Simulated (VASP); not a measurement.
# Al30Cu (a cell with a defect) in VASP: a series of runs, part 2 of 2

VASP 6.6.1. Earlier steps stand in the parts before.

## (3) Single point, PBE

The input, INCAR:

```
SYSTEM = Al30Cu
PREC = Accurate
ENCUT = 520
EDIFF = 1E-7
ISMEAR = 0
SIGMA = 0.1
LREAL = Auto
LASPH = .True.
NELM = 60
ALGO = Normal
ISIF = 2
LWAVE = .False.
LCHARG = .True.
GGA = PE
LELF = .True.
LVHAR = .True.
NBANDS = 72
```

The input, KPOINTS:

```
regular mesh
0
Gamma
  3 3 3
  0 0 0
```

The input, POSCAR:

```
Al30Cu
1.0
    8.1000000000      0.0000000000      0.0000000000
    0.0000000000      8.1000000000      0.0000000000
    0.0000000000      0.0000000000      8.1000000000
Al Cu
30 1
Direct
    0.4931254321      0.0054113580     -0.0012713580
    0.7398914815      0.2581402469     -0.0012407407
    0.7502134568      0.0014479012      0.2488962963
    0.0026786420      0.0037307407     -0.0012379012
    0.7484029630      0.7510404938     -0.0012112346
    0.2477429630      0.0024443210      0.2477066667
    0.4962827160      0.2492460494      0.2518040741
    0.7458182716      0.5049481481      0.2480648148
    0.5006523457     -0.0044282716      0.4987296296
    0.7513407407      0.2525640741      0.4988093827
    0.7501038272      0.0014045679      0.7486985185
    0.0002823457      0.4977449383     -0.0012922222
    0.2567365432      0.7426212346     -0.0012813580
    0.0003177778      0.2506200000      0.2458607407
    0.2512007407      0.4952567901      0.2444065432
    0.5027466667      0.7483434568      0.2471762963
   -0.0010006173      0.0019112346      0.4987687654
    0.2463616049      0.2498807407      0.4986743210
    0.5014534568      0.5045506173      0.4986570370
    0.7523860494      0.7539003704      0.4987953086
    0.2476416049      0.0023602469      0.7497461728
    0.4960916049      0.2490909877      0.7455766667
    0.7456154321      0.5048587654      0.7494729630
    0.0003758025      0.7514253086      0.2498666667
   -0.0027482716      0.5023000000      0.4986991358
    0.2501975309      0.7507792593      0.4987154321
    0.0002502469      0.2505637037      0.7516612346
    0.2510045679      0.4952385185      0.7528562963
    0.5026614815      0.7482277778      0.7503491358
    0.0002504938      0.7513601235      0.7476643210
    0.4498456790      0.4340167901     -0.0016059259
```

Potentials or basis: VASP PAW PBE potentials, release 64 (Al, Cu).

On the command line:

```console
$ cat potpaw_PBE.64/Al/POTCAR potpaw_PBE.64/Cu/POTCAR > POTCAR
$ mpirun -np 1 vasp_std > vasp.out
```

OUTCAR:

```text
SYSTEM = Al30Cu
   PREC = Accurate
   ENCUT = 520
   EDIFF = 1E-7
   ISMEAR = 0
   LREAL = Auto
   LASPH = .True.
   NELM = 60
   ISIF = 2
   GGA = PE

 ion  position               nearest neighbor table
   1  0.493  0.005  0.999-   6 2.83  21 2.83  22 2.85   7 2.85   2 2.86  13 2.86  16 2.90  29 2.90
                            11 2.90   3 2.91   5 2.92
   2  0.740  0.258  0.999-  31 2.75  23 2.84   8 2.84   7 2.85  22 2.85   1 2.86  12 2.87  11 2.90
                             3 2.90  27 2.91  14 2.91   4 2.96
   3  0.750  0.001  0.249-  20 2.85  17 2.86  14 2.86   9 2.86  24 2.86   5 2.87  16 2.87  10 2.87
                             7 2.87   4 2.88   2 2.90   1 2.91
   4  0.003  0.004  0.999-  27 2.83  14 2.83  21 2.83   6 2.83   3 2.88  11 2.88  24 2.88  30 2.88
                             5 2.90  13 2.95   2 2.96
   5  0.748  0.751  0.999-  16 2.83  29 2.83   8 2.84  23 2.84  11 2.87   3 2.87  30 2.88  24 2.88
                            12 2.89   4 2.90   1 2.92
   6  0.248  0.002  0.248-   4 2.83   1 2.83   7 2.84  14 2.84  24 2.85  18 2.85  17 2.86  26 2.88
                             9 2.89  13 2.92  16 2.92
   7  0.496  0.249  0.252-  31 2.57  15 2.81   6 2.84  18 2.85   2 2.85   1 2.85   9 2.87   3 2.87
                            10 2.88  19 2.88   8 2.89
[... 290 lines left out ...]
      4      -1.2308      2.00000
      5      -1.2114      2.00000
      6      -1.0558      2.00000
[... 899 lines left out ...]
     61       9.2095      0.00000
     62       9.2324      0.00000
 [bands above 62 left out]

------------------------ aborting loop because EDIFF is reached ----------------------------------------

  FORCE on cell =-STRESS in cart. coord.  units (eV):
  Direction    XX          YY          ZZ          XY          YZ          ZX
  --------------------------------------------------------------------------------------
  -------------------------------------------------------------------------------------
  Total       -7.3084845     -7.3622260     -4.3001418     -0.0024762      0.0132110      0.0103204
  in kB      -22.0334679    -22.1954866    -12.9639784     -0.0074651      0.0398281      0.0311137
  external PRESSURE =     -19.0643110 kB  Pullay stress =       0.0000000 kB

 VOLUME and BASIS-vectors are now :
 -----------------------------------------------------------------------------
  energy-cutoff  :      520.00
  volume of cell :      531.44
      direct lattice vectors                 reciprocal lattice vectors
     8.100000000  0.000000000  0.000000000     0.123456790  0.000000000  0.000000000
     0.000000000  8.100000000  0.000000000     0.000000000  0.123456790  0.000000000
     0.000000000  0.000000000  8.100000000     0.000000000  0.000000000  0.123456790

 POSITION                                       TOTAL-FORCE (eV/Angst)
 -----------------------------------------------------------------------------------
      3.99432      0.04383      8.08970         0.014560     -0.052595      0.003456
      5.99312      2.09094      8.08995         0.015950     -0.033824      0.003531
      6.07673      0.01173      2.01606        -0.005227     -0.005470      0.004487
      0.02170      0.03022      8.08997        -0.003763     -0.009742      0.000969
      6.06206      6.08343      8.09019        -0.002848      0.001316     -0.003360
      2.00672      0.01980      2.00642         0.001898     -0.008190     -0.011029
[... 23 lines left out ...]
      0.00203      6.08602      6.05608        -0.009596     -0.002823     -0.007060
      3.64375      3.51554      8.08699         0.244664      0.344116      0.005632
 -----------------------------------------------------------------------------------
    total drift:                                0.001751      0.037235     -0.009221

  FREE ENERGIE OF THE ION-ELECTRON SYSTEM (eV)
  ---------------------------------------------------
  free  energy   TOTEN  =      -115.5785316936 eV

  energy  without entropy=     -115.5337471257  energy(sigma->0) =     -115.55613941
```

OSZICAR:

```text
N       E                     dE             d eps       ncg     rms          rms(c)
DAV:   1     0.281748989557E+03    0.28175E+03   -0.34071E+04  2016   0.115E+03
DAV:   2    -0.839474516810E+02   -0.36570E+03   -0.33969E+03  2064   0.198E+02
DAV:   3    -0.117925389988E+03   -0.33978E+02   -0.30639E+02  2592   0.578E+01
[... 19 lines left out ...]
DAV:  23    -0.115578530652E+03    0.19833E-04   -0.24434E-04  3208   0.198E-01    0.254E-02
DAV:  24    -0.115578532312E+03   -0.16604E-05   -0.17690E-05  3072   0.300E-02    0.173E-02
DAV:  25    -0.115578532609E+03   -0.29712E-06   -0.62367E-06  2784   0.549E-02    0.847E-03
DAV:  26    -0.115578531730E+03    0.87877E-06   -0.22586E-06  2488   0.329E-02    0.181E-03
DAV:  27    -0.115578531694E+03    0.36680E-07   -0.33517E-07  1808   0.615E-03
   1 F= -.11557853E+03 E0= -.11555614E+03  d E =-.447846E-01
```

Wall time 9.6 min (1 thread of Intel Xeon 6975P-C (Granite Rapids), shared host); peak memory 0.66 GiB.

Results:

* Free energy: -115.5785 eV
* Pressure: -1.9 GPa
* Largest force: 0.422 eV/Å
* Band gap on the k mesh: zero (an odd number of electrons rules out a gap without spin polarisation)

Forces in eV/Å, atoms in the order of the input:
```
Al   0.015 -0.053  0.003
Al   0.016 -0.034  0.004
Al  -0.005 -0.005  0.004
Al  -0.004 -0.010  0.001
Al  -0.003  0.001 -0.003
Al   0.002 -0.008 -0.011
Al  -0.029 -0.013 -0.050
Al  -0.017 -0.016 -0.002
Al  -0.001 -0.001  0.000
Al  -0.026 -0.007 -0.004
Al  -0.004 -0.006 -0.013
Al  -0.023 -0.001 -0.002
Al  -0.012 -0.016  0.004
Al  -0.006 -0.001 -0.005
Al  -0.020 -0.020 -0.014
Al  -0.006 -0.023  0.000
Al  -0.005 -0.002 -0.003
Al   0.005 -0.003  0.000
Al  -0.014 -0.023  0.001
Al  -0.002 -0.010  0.000
Al  -0.001 -0.006  0.010
Al  -0.025 -0.012  0.051
Al  -0.015 -0.015  0.007
Al  -0.009  0.001  0.003
Al  -0.017 -0.003  0.000
Al  -0.004 -0.014 -0.004
Al  -0.004  0.001  0.009
Al  -0.017 -0.020  0.017
Al  -0.004 -0.024 -0.002
Al  -0.010 -0.003 -0.007
Cu   0.245  0.344  0.006
```

Stress tensor (GPa, compression positive):
```
-2.20  0.00  0.00
 0.00 -2.22  0.00
 0.00  0.00 -1.30
```

Levels at points of the mesh, in eV from the Fermi level:
```tsv
k point	band 47	band 48	band 49	band 50	band 51	band 52	band 53	band 54	band 55	band 56
(0.00, 0.00, 0.00)	-0.31	-0.16	-0.09	0.00	0.57	0.67	0.68	0.69	0.75	0.81
```

## (4) Single point, PBE

The input, INCAR:

```
SYSTEM = Al30Cu
ALGO     = Normal         ! electronic algorithm
EDIFF    = 1E-7           ! SCF threshold, eV
ENCUT    = 520            ! plane-wave cutoff, eV
GGA      = PE             ! functional
ISIF     = 2              ! what is computed and relaxed
ISMEAR   = 0              ! smearing method
LASPH    = .True.         ! aspherical terms in the spheres
LCHARG   = .False.        ! write CHGCAR
LREAL    = Auto         
LWAVE    = .False.        ! write WAVECAR
NBANDS   = 72             ! bands
NELM     = 60             ! most SCF steps
PREC     = Accurate       ! precision mode
SIGMA    = 0.1            ! smearing width, eV
```

The input, KPOINTS:

```
k-points
0
Gamma
  3 3 3
  0 0 0
```

The input, POSCAR:

```
Al30Cu
1.0
    8.1000000000      0.0000000000      0.0000000000
    0.0000000000      8.1000000000      0.0000000000
    0.0000000000      0.0000000000      8.1000000000
Al Cu
30 1
Direct
    0.4924103704      0.0100950617     -0.0003917284
    0.7450912346      0.2568633333     -0.0004217284
    0.7491722222     -0.0002959259      0.2497062963
   -0.0003913580      0.0015520988     -0.0003580247
    0.7468845679      0.7472330864     -0.0003961728
    0.2456356790      0.0040477778      0.2489593827
    0.5014107407      0.2535677778      0.2528717284
    0.7481780247      0.5021909877      0.2485904938
    0.4980823457     -0.0015054321      0.4996588889
    0.7550816049      0.2492723457      0.4995824691
    0.7492124691     -0.0001824691      0.7495853086
    0.0080309877      0.4931524691     -0.0004329630
    0.2529320988      0.7495962963     -0.0004471605
    0.0022304938      0.2471460494      0.2480353086
    0.2553444444      0.4987356790      0.2453885185
    0.5000296296      0.7495961728      0.2467207407
   -0.0032916049     -0.0024740741      0.4996435802
    0.2460364198      0.2484506173      0.4995093827
    0.5007735802      0.5035827160      0.4995217284
    0.7487485185      0.7509424691      0.4996140741
    0.2457266667      0.0042517284      0.7502830864
    0.5015624691      0.2537711111      0.7462193827
    0.7482646914      0.5022956790      0.7505549383
   -0.0007892593      0.7495275309      0.2506849383
   -0.0001954321      0.4997317284      0.4995629630
    0.2483344444      0.7526539506      0.4995455556
    0.0023466667      0.2472334568      0.7511959259
    0.2553611111      0.4989334568      0.7535698765
    0.5000882716      0.7496593827      0.7524904938
   -0.0007253086      0.7496545679      0.7485381481
    0.3177308642      0.3010537037     -0.0007469136
```

On the command line:

```console
$ cat potpaw_PBE.64/Al/POTCAR potpaw_PBE.64/Cu/POTCAR > POTCAR
$ mpirun -np 1 vasp_std > vasp.out
```

Wall time 12 min (1 thread of Intel Xeon 6975P-C (Granite Rapids), shared host); peak memory 0.67 GiB.

The run converged. Its results:

```
Free energy            : -115.5728 eV
Pressure               : -1.9 GPa
Largest force          : 0.421 eV/Å
Band gap on the k mesh : zero (an odd number of electrons rules out a gap without spin polarisation)
```

Forces in eV/Å, atoms in the order of the input:
```
Al   0.035 -0.017  0.001
Al   0.051 -0.015  0.002
Al   0.005  0.003  0.006
Al  -0.001  0.006 -0.003
Al   0.009  0.003  0.001
Al   0.016  0.018 -0.005
Al   0.012  0.028 -0.050
Al   0.008  0.001 -0.013
Al   0.006  0.025 -0.002
Al  -0.001  0.001  0.001
Al   0.004  0.003 -0.013
Al   0.017  0.010  0.002
Al   0.004  0.023  0.001
Al   0.024  0.007  0.001
Al   0.019  0.019 -0.015
Al   0.003  0.007 -0.008
Al   0.008  0.001  0.000
Al   0.021  0.013  0.002
Al   0.002 -0.005  0.000
Al   0.000  0.007 -0.002
Al   0.015  0.016  0.006
Al   0.012  0.025  0.050
Al   0.008  0.000  0.012
Al   0.002  0.007  0.008
Al   0.016  0.003 -0.003
Al   0.003  0.018  0.001
Al   0.024  0.005 -0.001
Al   0.017  0.017  0.016
Al   0.002  0.007  0.008
Al   0.003  0.008 -0.009
Cu  -0.343 -0.245  0.006
```

Stress tensor (GPa, compression positive):
```
-2.22  0.00  0.00
 0.00 -2.20  0.00
 0.00  0.00 -1.27
```

Levels at points of the mesh, in eV from the Fermi level:
| k point | band 49 | band 50 | band 51 | band 52 | band 53 | band 54 |
| --- | --- | --- | --- | --- | --- | --- |
| (0.00, 0.00, 0.00) | -0.09 | 0.01 | 0.57 | 0.67 | 0.68 | 0.69 |

## (5) Overview

```csv
cell,gap on the mesh (eV),pressure (GPa),largest force (eV/Å)
"as given, atomic positions A",none,-2.2,0.31
"as given, atomic positions B",none,-1.9,0.42
"as given, atomic positions C",none,-1.9,0.42
```

Alike in all rows: task single point; level PBE; potentials or basis VASP PAW PBE potentials, release 64 (Al, Cu); no spin polarisation; k mesh 3 × 3 × 3; cutoff (eV) 520; smearing gaussian 0.1 eV.

Total energies depend on the potentials used, so only differences within one code and one set of settings carry meaning.
